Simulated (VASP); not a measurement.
TaGe3Ru, 5 atoms in the cell. The structure is orthorhombic, space group Cmmm (No. 65). Conventional cell: a = 5.200 Å, b = 5.590 Å, c = 6.530 Å, α = 90.00°, β = 90.00°, γ = 90.00°. Ta (site symmetry mmm) has 12 Ge at 2.60 to 3.36 Å and 2 Ru at 3.27 Å within 3.4 Å. Within 2.5 Å of Ge (site symmetry mm2) lie 1 Ge at 1.87 Å. Ge (site symmetry mmm) has 2 Ge at 1.87 Å and 2 Ta at 2.60 Å within 2.6 Å. Ru (site symmetry mmm) has 8 Ge at 2.95 to 3.12 Å and 2 Ta at 3.27 Å and 4 Ru at 3.82 Å within 3.9 Å. The cell was generated, and may not be a known phase.

* Program: VASP 6.6.1
* Task: single point
* Functional: PBE
* Potentials or basis: VASP PAW PBE potentials, release 64 (Ta_pv, Ge_d, Ru_pv)
* Cutoff: 520 eV
* k mesh: 4 × 4 × 4
* Occupations: gaussian, width 0.1 eV
* Spin: no spin polarisation
* Dipole correction: no
* Further INCAR settings: ALGO = Normal; EDIFF = 1e-06; NBANDS = 42

Potentials or basis: VASP PAW PBE potentials, release 64 (Ta_pv, Ge_d, Ru_pv).

Command:

```console
$ cat potpaw_PBE.64/Ta_pv/POTCAR potpaw_PBE.64/Ge_d/POTCAR potpaw_PBE.64/Ru_pv/POTCAR > POTCAR
$ mpirun -np 1 vasp_std > vasp.out
```

Hardware: 1 thread of Intel Xeon 8259CL, with other jobs on the host.

Q: How long does it take, and how much memory?

A: It took 3 min on 1 thread of Intel Xeon 8259CL, on a shared host, peak memory 0.24 GiB. Counts: scf iterations 15, k points 21.
